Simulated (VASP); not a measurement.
Here is a VASP 6.6.1 calculation.

The input INCAR:

```
  ALGO = Normal
  EDIFF = 1E-7
  EDIFFG = -0.005
  ENCUT = 600
  GGA = PS
  IBRION = 2
  ISIF = 3
  ISMEAR = -1
  LASPH = True
  LCHARG = False
  LREAL = False
  LWAVE = False
  NELM = 100
  NSW = 80
  PREC = Accurate
  SIGMA = 0.05
```

KPOINTS

```
k-points
0
Gamma
  8 8 8
```

The input POSCAR:

```
Al2Au
1.0
    0.0000000000      3.0000000000      3.0000000000
    3.0000000000      0.0000000000      3.0000000000
    3.0000000000      3.0000000000      0.0000000000
Au Al
1 2
Direct
    0.0000000000      0.0000000000      0.0000000000
    0.7500000000      0.7500000000      0.7500000000
    0.2500000000      0.2500000000      0.2500000000
```

Potentials or basis: VASP PAW PBE potentials, release 64 (Au, Al).

Run with:

```console
$ cat potpaw_PBE.64/Au/POTCAR potpaw_PBE.64/Al/POTCAR > POTCAR
$ mpirun -np 1 vasp_std > vasp.out
```

Estimate the relaxed cell.

a = 4.241 Å, b = 4.241 Å, c = 4.241 Å, α = 60.00°, β = 60.00°, γ = 60.00°.

Estimate the space group after relaxing (to 0.05 Å).

Fm-3m (No. 225).

Final structure:
```
Au Al
1.0
     0.00000    2.99910    2.99910
     2.99910    0.00000    2.99910
     2.99910    2.99910    0.00000
Au Al
1 2
Direct
  0.00000 0.00000 0.00000
  0.75000 0.75000 0.75000
  0.25000 0.25000 0.25000
```
